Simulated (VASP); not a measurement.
A run of VASP 6.6.1:

Contents of INCAR:

```
PREC = Accurate
ENCUT = 520
EDIFF = 1E-8
ISMEAR = -1
SIGMA = 0.05
LREAL = False
LASPH = True
NELM = 100
ALGO = Normal
ISIF = 2
LWAVE = False
LCHARG = False
GGA = PE
NBANDS = 12
IBRION = 8
NSW = 1
```

Contents of KPOINTS:

```
Automatic mesh
0
Gamma
  9 9 9
```

Contents of POSCAR:

```
SiF
1.0
    3.0286000000      0.0000000000      0.0000000000
    0.0000000000      3.0286000000      0.0000000000
    0.0000000000      0.0000000000      3.0286000000
Si F
1 1
Direct
    0.5000000000      0.5000000000      0.5000000000
    0.0000000000      0.0000000000      0.0000000000
```

Potentials or basis: VASP PAW PBE potentials, release 64 (Si, F).

Launch:

```sh
$ cat potpaw_PBE.64/Si/POTCAR potpaw_PBE.64/F/POTCAR > POTCAR
$ mpirun -np 1 vasp_std > vasp.out
```

Hardware: 1 thread of Intel(R) Xeon(R) Platinum 8259CL CPU @ 2.50GHz (Skylake/Cascade Lake) (shared host).

Task: How long does it take, and how much memory?

Result: Run time: 44 s on 1 thread of Intel(R) Xeon(R) Platinum 8259CL CPU @ 2.50GHz (Skylake/Cascade Lake), with other jobs on the host, peak memory 0.18 GiB. Counts: scf iterations 39, k points 35.
